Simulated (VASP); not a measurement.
# TiB2 (qlda) (P6/mmm) in VASP: a series of runs

TiB2 (qlda) is run at these levels: LDA; tasks: single point.

All numbers are computed with VASP 6.6.1; they aren't measurements. Logs are shortened: lines on timing, memory, paths and dates and some standing lists are left out, and cuts for length are marked.

## 1. The cell of the first run

It takes space group P6/mmm (No. 191, hexagonal). The conventional cell has a = 2.994 Å, b = 2.994 Å, c = 3.160 Å, α = 90.00°, β = 90.00°, γ = 120.00°. Within 3.1 Å of Ti (site symmetry 6/mmm) lie 12 B at 2.34 Å and 6 Ti at 2.99 Å. Within 2.3 Å of B (site symmetry -6m2) lie 3 B at 1.73 Å.

## 2. Single point, LDA

Input file INCAR:

```
SYSTEM = TiB2
PREC = Accurate
ENCUT = 520
EDIFF = 1E-6
ISMEAR = 0
SIGMA = 0.1
LREAL = .FALSE.
LASPH = .TRUE.
NELM = 60
ALGO = Normal
ISIF = 2
LWAVE = .FALSE.
LCHARG = .FALSE.
GGA = CA
NBANDS = 16
```

Input file KPOINTS:

```
regular mesh
0
G
  15 15 12
  0 0 0
```

Input file POSCAR:

```
TiB2
1.0
    2.9939207400      0.0000000029      0.0000000000
   -1.4969603725      2.5928114163      0.0000000000
    0.0000000000      0.0000000000      3.1595020479
Ti B
1 2
Direct
    0.0000000000      0.0000000000      0.0000000000
    0.3333333333      0.6666666667      0.5000000000
    0.6666666667      0.3333333333      0.5000000000
```

Potentials or basis: VASP PAW LDA potentials, release 64 (Ti_sv, B).

On the command line:

```console
cat potpaw_LDA.64/Ti_sv/POTCAR potpaw_LDA.64/B/POTCAR > POTCAR
mpirun -np 1 vasp_std > vasp.out
```

OUTCAR:

```text
SYSTEM = TiB2
   PREC = Accurate
   ENCUT = 520
   EDIFF = 1E-6
   ISMEAR = 0
   LREAL = .FALSE.
   LASPH = .TRUE.
   NELM = 60
   ISIF = 2
   GGA = CA

 ion  position               nearest neighbor table
   1  0.000  0.000  0.000-   2 2.34   3 2.34   2 2.34   3 2.34   2 2.34   2 2.34   3 2.34   3 2.34
                             3 2.34   3 2.34   2 2.34   2 2.34
   2  0.333  0.667  0.500-   3 1.73   3 1.73   3 1.73   1 2.34   1 2.34   1 2.34   1 2.34   1 2.34
                             1 2.34
   3  0.667  0.333  0.500-   2 1.73   2 1.73   2 1.73   1 2.34   1 2.34   1 2.34   1 2.34   1 2.34
                             1 2.34

  LATTYP: Found a hexagonal cell.
 ALAT       =     2.9939207400
 C/A-ratio  =     1.0553058422

  Lattice vectors:

 A1 = (   2.9939207400,   0.0000000029,   0.0000000000)
 A2 = (  -1.4969603725,   2.5928114163,   0.0000000000)
 A3 = (   0.0000000000,   0.0000000000,   3.1595020479)

Analysis of symmetry for initial positions (statically):
=====================================================================
 Subroutine PRICEL returns:
 Original cell was already a primitive cell.

 Routine SETGRP: Setting up the symmetry group for a
 hexagonal supercell.

 Subroutine GETGRP returns: Found 24 space group operations
 (whereof 24 operations were pure point group operations)
 out of a pool of 24 trial point group operations.

The static configuration has the point symmetry D_6h.

Analysis of symmetry for dynamics (positions and initial velocities):
=====================================================================
 Subroutine PRICEL returns:
 Original cell was already a primitive cell.

 Routine SETGRP: Setting up the symmetry group for a
 hexagonal supercell.

 Subroutine GETGRP returns: Found 24 space group operations
 (whereof 24 operations were pure point group operations)
 out of a pool of 24 trial point group operations.

The dynamic configuration has the point symmetry D_6h.

 Subroutine INISYM returns: Found 24 space group operations
 (whereof 24 operations are pure point group operations),
 and found     1 'primitive' translations

----------------------------------------------------------------------------------------

                                     Primitive cell

  volume of cell :      24.5262

  direct lattice vectors                    reciprocal lattice vectors
     2.993920740  0.000000003  0.000000000     0.334010178  0.192840867  0.000000000
    -1.496960373  2.592811416  0.000000000    -0.000000000  0.385681733  0.000000000
     0.000000000  0.000000000  3.159502048     0.000000000  0.000000000  0.316505571

  length of vectors
     2.993920740  2.993920740  3.159502048     0.385681733  0.385681733  0.316505571

  position of ions in fractional coordinates (direct lattice)
     0.000000000  0.000000000  0.000000000
     0.333333333  0.666666667  0.500000000
     0.666666667  0.333333333  0.500000000

  ion indices of the primitive-cell ions
   primitive index   ion index
                 1           1
                 2           2
                 3           3

----------------------------------------------------------------------------------------

 KPOINTS: regular mesh

Automatic generation of k-mesh.
 Grid dimensions read from file:
 generate k-points for:   15   15   12

 Generating k-lattice:

  Cartesian coordinates                     Fractional coordinates (reciprocal lattice)
     0.022267345  0.012856058  0.000000000     0.066666667 -0.000000000  0.000000000
    -0.000000000  0.025712116  0.000000000     0.000000000  0.066666667  0.000000000
     0.000000000  0.000000000  0.026375464     0.000000000  0.000000000  0.083333333

  Length of vectors
     0.025712116  0.025712116  0.026375464

  Shift w.r.t. Gamma in fractional coordinates (k-lattice)
     0.000000000  0.000000000  0.000000000

 Subroutine IBZKPT returns following result:
 ===========================================

 Found    189 irreducible k-points:

 Following reciprocal coordinates:
            Coordinates               Weight
  0.000000  0.000000  0.000000      1.000000
  0.066667 -0.000000  0.000000      6.000000
  0.133333 -0.000000  0.000000      6.000000
  0.200000  0.000000  0.000000      6.000000
  0.266667 -0.000000  0.000000      6.000000
  0.333333 -0.000000  0.000000      6.000000
[... 16 lines left out ...]
  0.333333  0.200000  0.000000     12.000000
  0.400000  0.200000  0.000000      6.000000
 [... further k-points ...]
   k-points           NKPTS =    189   k-points in BZ     NKDIM =    189   number of bands    NBANDS=     16
   number of dos      NEDOS =    301   number of ions     NIONS =      3
   total plane-waves  NPLWV =  13824
   dimension x,y,z NGX =    24 NGY =   24 NGZ =   24
   dimension x,y,z NGXF=    48 NGYF=   48 NGZF=   48
   ions per type =               1   2
   NGX,Y,Z   is equivalent  to a cutoff of  13.33, 13.33, 12.63 a.u.
   NGXF,Y,Z  is equivalent  to a cutoff of  26.65, 26.65, 25.26 a.u.
 SYSTEM =  TiB2
   PREC   = accura    normal or accurate (medium, high low for compatibility)
   ISTART =      0    job   : 0-new  1-cont  2-samecut
   ICHARG =      2    charge: 1-file 2-atom 10-const
   ISPIN  =      1    spin polarized calculation?
   LNONCOLLINEAR =      F non collinear calculations
   LSORBIT =      F    spin-orbit coupling
   LASPH  =      T    aspherical Exc in radial PAW
   ENCUT  =  520.0 eV  38.22 Ry    6.18 a.u.   5.57  5.57  5.87*2*pi/ulx,y,z
   NELM   =     60;   NELMIN=  2; NELMDL= -5     # of ELM steps
   EDIFF  = 0.1E-05   stopping-criterion for ELM
   LREAL  =      F    real-space projection
   EDIFFG = 0.1E-04   stopping-criterion for IOM
   NSW    =      0    number of steps for IOM
   IBRION =     -1    ionic relax: 0-MD 1-quasi-New 2-CG
   NFREE  =      0    steps in history (QN), initial steepest desc. (CG)
   ISIF   =      2    stress and relaxation
   ISYM   =      2    0-nonsym 1-usesym 2-fastsym
   POTIM  = 0.5000    time-step for ionic-motion
   TEBEG  =    0.0;   TEEND  =   0.0 temperature during run
   PSTRESS=    0.0 pullay stress
   NELECT =      18.0000    total number of electrons
   NUPDOWN=      -1.0000    fix difference up-down
   EMIN   =  10.00;   EMAX   =-10.00  energy-range for DOS
   EFERMI =   0.00;   METHOD = LEGACY
   ISMEAR =     0;   SIGMA  =   0.10  broadening in eV -4-tet -1-fermi 0-gaus
   EFERMI_NEDOS =   21; number of points for ismear=-14 and -15
   IALGO  =     38    algorithm
   IMIX   =      4    mixing-type and parameters
     AMIX     =   0.40;   BMIX     =  1.00
     AMIX_MAG =   1.60;   BMIX_MAG =  1.00
  volume/ion in A,a.u.               =       8.18        55.17
  Fermi-wavevector in a.u.,A,eV,Ry     =   1.476689  2.790538 29.669006  2.180610
  Thomas-Fermi vector in A             =   2.591185
   LORBIT       =      0    0 simple, 1 ext, 2 COOP (PROOUT), +10 PAW based schemes
   GGA     = CA    functional components
   LHFCALC =     F    Hartree Fock is set to
   AEXX    =    0.0000 exact exchange contribution
   IVDW    =     0    specifies the selected vdW correction
   LEPSILON=     F    determine dielectric tensor
   LRPA    =     F    only Hartree local field effects (RPA)
 non-spin polarized calculation
 Gauss-broadening in eV      SIGMA  =   0.10
  energy-cutoff  :      520.00
  volume of cell :       24.53
 maximum number of plane-waves:       684
 NGX is ok and might be reduce to    24
   NGX = 11   NGY = 11   NGZ = 11

 number of electron      18.0000000 magnetization

 Free energy of the ion-electron system (eV)
  ---------------------------------------------------
  ext. energy  EPLUGINS =         0.00000000
  ---------------------------------------------------
  free energy    TOTEN  =       -26.92139535 eV

  energy without entropy =      -26.91935294  energy(sigma->0) =      -26.92037415

 E-fermi :  10.4551     XC(G=0): -13.1717

 val. band max:       10.4479686183   @ k =   0.2667   0.2000   0.0000
 cond. band min:      10.4625393853   @ k =   0.0667  -0.0000   0.2500
 fundamental gap:      0.0145707670
 Fermi energy:        10.4551238839

 k-point     1 :       0.0000    0.0000    0.0000
  band No.  band energies     occupation
      1     -45.6918      2.00000
      2     -22.4391      2.00000
      3     -22.0956      2.00000
      4     -22.0956      2.00000
      5      -3.0931      2.00000
      6       7.6772      2.00000
[... 8 lines left out ...]
     15      16.3538      0.00000
     16      17.7667      0.00000

 k-point     2 :       0.0667   -0.0000    0.0000
  band No.  band energies     occupation
      1     -45.6889      2.00000
      2     -22.4356      2.00000
      3     -22.1171      2.00000
      4     -22.1005      2.00000
      5      -3.0051      2.00000
      6       7.4375      2.00000
[... 8 lines left out ...]
     15      16.9301      0.00000
     16      18.0306      0.00000

 k-point     3 :       0.1333   -0.0000    0.0000
  band No.  band energies     occupation
      1     -45.6807      2.00000
      2     -22.4255      2.00000
      3     -22.1774      2.00000
      4     -22.1141      2.00000
      5      -2.7451      2.00000
      6       6.7865      2.00000
[... 8 lines left out ...]
     15      18.1499      0.00000
     16      18.8186      0.00000

 k-point     4 :       0.2000    0.0000    0.0000
  band No.  band energies     occupation
      1     -45.6684      2.00000
      2     -22.4106      2.00000
      3     -22.2652      2.00000
      4     -22.1341      2.00000
      5      -2.3237      2.00000
      6       5.8779      2.00000
[... 8 lines left out ...]
     15      18.5227      0.00000
     16      19.6538      0.00000

 k-point     5 :       0.2667   -0.0000    0.0000
  band No.  band energies     occupation
      1     -45.6544      2.00000
      2     -22.3934      2.00000
      3     -22.3647      2.00000
      4     -22.1570      2.00000
      5      -1.7562      2.00000
      6       4.8428      2.00000
[... 8 lines left out ...]
     15      18.2199      0.00000
     16      20.1778      0.00000

 k-point     6 :       0.3333   -0.0000    0.0000
  band No.  band energies     occupation
      1     -45.6409      2.00000
      2     -22.4586      2.00000
      3     -22.3769      2.00000
      4     -22.1788      2.00000
      5      -1.0603      2.00000
      6       3.7639      2.00000
[... 8 lines left out ...]
     15      18.3870      0.00000
     16      19.8824      0.00000

 k-point     7 :       0.4000   -0.0000    0.0000
  band No.  band energies     occupation
      1     -45.6303      2.00000
      2     -22.5310      2.00000
      3     -22.3641      2.00000
      4     -22.1957      2.00000
      5      -0.2552      2.00000
      6       2.6919      2.00000
[... 8 lines left out ...]
     15      18.4123      0.00000
     16      19.5181      0.00000

 k-point     8 :       0.4667   -0.0000    0.0000
  band No.  band energies     occupation
      1     -45.6245      2.00000
      2     -22.5704      2.00000
      3     -22.3570      2.00000
      4     -22.2049      2.00000
      5       0.6282      2.00000
      6       1.6724      2.00000
[... 8 lines left out ...]
     15      18.3288      0.00000
     16      19.2914      0.00000

 k-point     9 :       0.0667    0.0667    0.0000
  band No.  band energies     occupation
      1     -45.6833      2.00000
      2     -22.4287      2.00000
      3     -22.1573      2.00000
      4     -22.1104      2.00000
      5      -2.8311      2.00000
      6       7.0217      2.00000
[... 8 lines left out ...]
     15      17.6609      0.00000
     16      18.5907      0.00000
[... 172 lines left out ...]
 k-point    19 :       0.3333    0.1333    0.0000
  band No.  band energies     occupation
      1     -45.6271      2.00000
      2     -22.5138      2.00000
      3     -22.3601      2.00000
      4     -22.2423      2.00000
      5      -0.0272      2.00000
      6       2.8508      2.00000
[... 8 lines left out ...]
     15      19.0388      0.00000
     16      20.1318      0.00000

 k-point    20 :       0.4000    0.1333    0.0000
  band No.  band energies     occupation
      1     -45.6218      2.00000
      2     -22.5451      2.00000
      3     -22.3537      2.00000
      4     -22.2556      2.00000
      5       0.8595      2.00000
      6       1.8491      2.00000
[... 8 lines left out ...]
     15      18.9934      0.00000
     16      20.0827      0.00000

 k-point    21 :       0.2000    0.2000    0.0000
  band No.  band energies     occupation
      1     -45.6376      2.00000
      2     -22.4374      2.00000
      3     -22.3730      2.00000
      4     -22.2293      2.00000
      5      -0.8992      2.00000
      6       4.2160      2.00000
[... 8 lines left out ...]
     15      19.4774      0.00000
     16      20.5669      0.00000

 k-point    22 :       0.2667    0.2000    0.0000
  band No.  band energies     occupation
      1     -45.6277      2.00000
      2     -22.4813      2.00000
      3     -22.3609      2.00000
      4     -22.2707      2.00000
      5      -0.1608      2.00000
      6       3.4614      2.00000
[... 8 lines left out ...]
     15      19.5551      0.00000
     16      20.7985      0.00000

 k-point    23 :       0.3333    0.2000    0.0000
  band No.  band energies     occupation
      1     -45.6209      2.00000
      2     -22.5086      2.00000
      3     -22.3526      2.00000
      4     -22.3010      2.00000
      5       0.6792      2.00000
      6       2.5500      2.00000
[... 8 lines left out ...]
     15      19.6218      0.00000
     16      20.8833      0.00000

 k-point    24 :       0.4000    0.2000    0.0000
  band No.  band energies     occupation
      1     -45.6185      2.00000
      2     -22.5179      2.00000
      3     -22.3497      2.00000
      4     -22.3121      2.00000
      5       1.5687      2.00000
      6       1.6242      2.00000
[... 8 lines left out ...]
     15      19.6649      0.00000
     16      20.9099      0.00000

 [... further k-points ...]
[... 5 lines left out ...]
  --------------------------------------------------------------------------------------
  -------------------------------------------------------------------------------------
  Total        0.0964837      0.0964837      0.0933338      0.0000000     -0.0000000      0.0000000
  in kB        6.3028186      6.3028186      6.0970457      0.0000000     -0.0000000      0.0000000
  external PRESSURE =       6.2342276 kB  Pullay stress =       0.0000000 kB

 VOLUME and BASIS-vectors are now :
 -----------------------------------------------------------------------------
  energy-cutoff  :      520.00
  volume of cell :       24.53
      direct lattice vectors                 reciprocal lattice vectors
     2.993920740  0.000000003  0.000000000     0.334010178  0.192840867  0.000000000
    -1.496960373  2.592811416  0.000000000    -0.000000000  0.385681733  0.000000000
     0.000000000  0.000000000  3.159502048     0.000000000  0.000000000  0.316505571

 POSITION                                       TOTAL-FORCE (eV/Angst)
 -----------------------------------------------------------------------------------
      0.00000      0.00000      0.00000         0.000000      0.000000      0.000000
     -0.00000      1.72854      1.57975        -0.000000      0.000000      0.000000
      1.49696      0.86427      1.57975         0.000000     -0.000000      0.000000
 -----------------------------------------------------------------------------------
    total drift:                               -0.000000      0.000000      0.000000

  FREE ENERGIE OF THE ION-ELECTRON SYSTEM (eV)
  ---------------------------------------------------
  free  energy   TOTEN  =       -26.9213953532 eV

  energy  without entropy=      -26.9193529396  energy(sigma->0) =      -26.92037415
```

It took 21 s on 1 thread of Intel Xeon 6975P-C (Granite Rapids), shared host; peak memory 0.18 GiB.

What came out:

```
Free energy            : -26.9214 eV
Pressure               : 0.6 GPa
Band gap on the k mesh : zero (band 9 reaches 10.91 eV, above the bottom of band 10 at 10.18 eV)
```

Levels at points of the mesh, in eV from the Fermi level:
| k point | band 6 | band 7 | band 8 | band 9 | band 10 | band 11 | band 12 | band 13 |
| --- | --- | --- | --- | --- | --- | --- | --- | --- |
| (0.00, 0.00, 0.00) | -2.78 | -2.78 | -2.23 | -2.18 | 1.99 | 1.99 | 3.89 | 3.89 |
| (0.00, 0.00, 0.50) | -7.72 | -0.60 | -0.60 | -0.28 | -0.28 | 0.42 | 0.42 | 1.82 |

## 3. Single point, LDA

Input file INCAR:

```
  ALGO = Normal
  EDIFF = 1E-7
  ENCUT = 520
  ISIF = 2
  ISMEAR = -1
  LASPH = T
  LCHARG = F
  LREAL = F
  LWAVE = F
  NBANDS = 16
  NELM = 100
  PREC = Accurate
  SIGMA = 0.15
```

Input file KPOINTS:

```
k-points
0
Gamma
  15 15 12
```

Input file POSCAR:

```
TiB2
1.0
    2.9944000378      0.0000000029      0.0000000000
   -1.4972000214      2.5932265004      0.0000000000
    0.0000000000      0.0000000000      3.1596580857
Ti B
1 2
Direct
    0.0000000000      0.0000000000      0.0000000000
    0.3333333333      0.6666666667      0.5000000000
    0.6666666667      0.3333333333      0.5000000000
```

Potentials or basis: VASP PAW LDA potentials, release 64 (Ti_sv, B).

On the command line:

```console
cat potpaw_LDA.64/Ti_sv/POTCAR potpaw_LDA.64/B/POTCAR > POTCAR
mpirun -np 1 vasp_std > vasp.out
```

It took 24 s on 1 thread of Intel Xeon 6975P-C (Granite Rapids), shared host; peak memory 0.18 GiB.

Results (log left out):

- Free energy: -26.9346 eV
- Pressure: 0.6 GPa
- Band gap on the k mesh: zero (band 9 reaches 10.91 eV, above the bottom of band 10 at 10.17 eV)

Levels at points of the mesh, in eV from the Fermi level:
```csv
k point,band 5,band 6,band 7,band 8,band 9,band 10,band 11,band 12,band 13,band 14
"(0.00, 0.00, 0.00)",-13.51,-2.74,-2.74,-2.19,-2.14,2.03,2.03,3.93,3.93,5.93
"(0.00, 0.00, 0.50)",-11.39,-7.68,-0.56,-0.56,-0.24,-0.24,0.46,0.46,1.86,6.64
```
